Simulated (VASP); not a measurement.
A run of VASP 6.6.1 is set up as follows.

File INCAR:

```
PREC     = Accurate       # precision mode
ENCUT    = 520            # plane-wave cutoff, eV
EDIFF    = 1E-6           # SCF threshold, eV
ISMEAR   = 0              # smearing method
SIGMA    = 0.05           # smearing width, eV
LREAL    = Auto         
LASPH    = T              # aspherical terms in the spheres
NELM     = 100            # most SCF steps
ALGO     = Normal         # electronic algorithm
ISIF     = 2              # what is computed and relaxed
LWAVE    = F              # write WAVECAR
LCHARG   = T              # write CHGCAR
GGA      = PS             # functional
LELF     = T              # ELF
LVHAR    = T            
NBANDS   = 50             # bands
```

File KPOINTS:

```
regular mesh
0
Gamma
  4 4 4
```

POSCAR

```
N
1.0
    2.1835476392     -3.7820154518      7.4219067236
    2.1835476392     -3.7820154518     -7.4219067236
    4.3670952784      7.5640309036      0.0000000000
N
15
Direct
    0.9953868872      0.6712797794      0.1666666667
    0.4953868872      0.1712797794      0.6666666667
    0.9953868872      0.6712797794      0.6666666667
    0.4212797794      0.2453868872      0.1666666667
    0.9212797794      0.7453868872      0.1666666667
    0.4212797794      0.2453868872      0.6666666667
    0.9212797794      0.7453868872      0.6666666667
    0.0787202205      0.2546131128      0.3333333333
    0.5787202205      0.7546131127      0.3333333333
    0.0787202206      0.2546131128      0.8333333333
    0.5787202205      0.7546131127      0.8333333333
   -0.2500000000      0.2500000000      0.2500000000
    0.5046131127      0.8287202205      0.3333333333
    0.0046131127      0.3287202206      0.8333333333
    0.5046131128      0.8287202205      0.8333333333
```

Potentials or basis: VASP PAW PBE potentials, release 64 (N).

The run is started by

```sh
$ cat potpaw_PBE.64/N/POTCAR > POTCAR
$ mpirun -np 1 vasp_std > vasp.out
```

Predict the largest force.

1.897 eV/Å.

Estimate the pressure.

-0.2 GPa.

Estimate the band gap on the k mesh.

zero (an odd number of electrons rules out a gap without spin polarisation).

Forces on the atoms (eV/Å):
```
N   -0.006  0.010  1.875
N    0.006  0.004  1.868
N   -0.007 -0.003  1.873
N    0.844 -0.318  1.669
N    0.017 -0.015 -1.881
N   -0.016 -0.009 -1.873
N    0.008  0.001 -1.873
N   -0.844  0.318 -1.669
N   -0.017  0.015  1.881
N    0.016  0.009  1.873
N   -0.008 -0.001  1.873
N    0.000  0.000  0.000
N    0.006 -0.010 -1.875
N   -0.006 -0.004 -1.868
N    0.007  0.003 -1.873
```

Caveat: the standard files for N, O and F lose accuracy on very short bonds; the PAW data sets were made with another functional, which shifts forces and pressure a little; an odd number of electrons without spin polarisation forces a metal; a magnetic or distorted state may lie lower.
